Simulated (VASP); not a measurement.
SiO2: single point with PBE

The system is SiO2.

```xyz
21
Lattice="6.7951 -0.2482 -0.1058 -0.2734 6.6368 0.0152 -0.1014 0.0206 6.9262" Properties=species:S:1:pos:R:3 pbc="T T T"
Si    4.2934    1.7817    1.7935
Si    1.8335    2.7549   -0.0075
Si    5.3033    4.6841    2.6350
Si    0.4253    1.0400    4.6781
Si    4.2767    0.2323    4.3710
Si    0.2977    0.8185    1.5631
Si    1.6535    5.9235    6.3032
O     0.4894    6.1259    5.1636
O     1.3855    2.1225    5.4389
O     6.4226    5.4024    1.8420
O     1.9094    4.3774    6.6677
O     1.5638    0.1357    0.6508
O     3.6163    1.0733    3.1280
O     5.6172    1.0062    4.8882
O     0.7093    1.1614    3.1135
O     3.2850    2.2900    0.6369
O     0.6193    2.4076    0.9822
O     4.4120    5.3682    3.7576
O     5.4138    0.7666    1.2194
O     3.3102   -0.0981    5.6209
O     4.9822    3.1666    2.4129
```

* Program: VASP 6.6.1
* Task: single point
* Functional: PBE
* Potentials or basis: VASP PAW PBE potentials, release 64 (Si, O)
* Cutoff: 520 eV
* k mesh: 2 × 2 × 2, shifted
* Occupations: gaussian, width 0.1 eV
* Spin: no spin polarisation
* Dipole correction: no
* Further INCAR settings: LREAL = Auto; ALGO = Normal; EDIFF = 1e-07; NBANDS = 72; ISYM = 0

```
Pressure               : 0.1 GPa
Largest force          : 0.113 eV/Å
Band gap on the k mesh : 4.50 eV, indirect (least direct gap 4.51 eV)
```

Forces on the atoms (eV/Å):
```
Si  -0.027  0.046 -0.014
Si   0.068  0.052 -0.037
Si  -0.037 -0.056  0.035
Si   0.029  0.045  0.001
Si  -0.045 -0.026  0.060
Si   0.015 -0.037 -0.032
Si   0.059 -0.036  0.016
O   -0.016 -0.014 -0.024
O   -0.003 -0.002  0.016
O    0.070  0.074 -0.050
O    0.001 -0.023 -0.008
O   -0.028  0.042  0.024
O    0.001  0.005 -0.007
O    0.013  0.000 -0.007
O   -0.016  0.002 -0.011
O   -0.016  0.000 -0.006
O   -0.051 -0.013  0.022
O   -0.013  0.026  0.019
O    0.039 -0.037  0.008
O   -0.014 -0.013  0.003
O   -0.028 -0.037 -0.010
```

Stress tensor (GPa, compression positive):
```
 0.11  0.03 -0.10
 0.03  0.09 -0.06
-0.10 -0.06  0.19
```

Levels at points of the mesh, in eV from the valence-band top:
| k point | band 54 | band 55 | band 56 | band 57 | band 58 | band 59 |
| --- | --- | --- | --- | --- | --- | --- |
| (0.25, 0.25, 0.25) | -0.50 | -0.23 | -0.04 | 4.54 | 5.33 | 6.47 |

Wall time 2 min on 1 thread of Intel(R) Xeon(R) Platinum 8559C (Emerald Rapids) (shared host), peak memory 0.36 GiB.
